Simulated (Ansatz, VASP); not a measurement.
# ZrH6 in VASP and in Ansatz

INCAR

```
SYSTEM = ZrH6
PREC = Accurate ; ENCUT = 520
EDIFF = 1E-6 ; ISMEAR = 0
SIGMA = 0.1 ; LREAL = .False.
LASPH = .True. ; NELM = 80
ALGO = Normal ; ISIF = 2
LWAVE = .False. ; LCHARG = .False.
GGA = PE ; NBANDS = 18
```

The input KPOINTS:

```
regular mesh
0
Gamma
  6 6 4
  0 0 0
```

POSCAR

```
ZrH6
1.0
    1.6545802300     -2.6880533200      0.0000000000
    1.6545802300      2.6880533200      0.0000000000
    0.0000000000      0.0000000000      6.3997781400
Zr H
1 6
Direct
    0.5000000000      0.5000000000      0.0769086800
    0.8469168000      0.6767821200      0.7815769300
    0.1530832000      0.3232178800      0.7815769300
    0.6767821200      0.8469168000      0.7815769300
    0.3232178800      0.1530832000      0.7815769300
    0.1403530800      0.1403530800      0.1870421800
    0.8596469200      0.8596469200      0.1870421800
```

Input for Ansatz:

```yaml
crystal:
  lattice:
    - [1.65458023, -2.68805332, 0.0]
    - [1.65458023, 2.68805332, 0.0]
    - [0.0, 0.0, 6.39977814]
  atoms:
    - { symbol: Zr, position: [0.5, 0.5, 0.07690868] }
    - { symbol: H, position: [0.8469168, 0.67678212, 0.78157693] }
    - { symbol: H, position: [0.1530832, 0.32321788, 0.78157693] }
    - { symbol: H, position: [0.67678212, 0.8469168, 0.78157693] }
    - { symbol: H, position: [0.32321788, 0.1530832, 0.78157693] }
    - { symbol: H, position: [0.14035308, 0.14035308, 0.18704218] }
    - { symbol: H, position: [0.85964692, 0.85964692, 0.18704218] }
basis:
  ecutwfc: 420
kpoints:
  mp_grid: { grid: [6, 6, 4] }
hamiltonian:
  xc: pbe
scf:
  occupations: { method: gaussian, width: 0.1 }
  lower_state_search: "off"
output:
  forces: true
  stress: true
  eigenvalues: true
```

Alike in both runs: task single point; functional PBE; k mesh 6 × 6 × 4; occupations gaussian, width 0.1 eV; no spin polarisation.

```csv
,VASP,Ansatz
version,VASP 6.6.1,Ansatz 0.2.0
potentials or method,"VASP PAW PBE potentials, release 64 (Zr_sv, H), cutoff 520 eV","scalar-relativistic, plane waves, PAW"
valence electrons in the cell,18,18
```

```csv
,VASP,Ansatz,Ansatz less VASP
gap on the k mesh at the Fermi level (eV),none,none,-
rms of the force components (eV/Å),4.029,4.007,-0.0217
```

Atom by atom the forces differ by 0.022 eV/Å (rms over components). A gap of «none» marks a metal or a gap that the smearing closes. The functional is the same, so the differences come from potentials, cutoffs and numerics.

The k mesh is coarse, so the values compare programs but aren't converged.
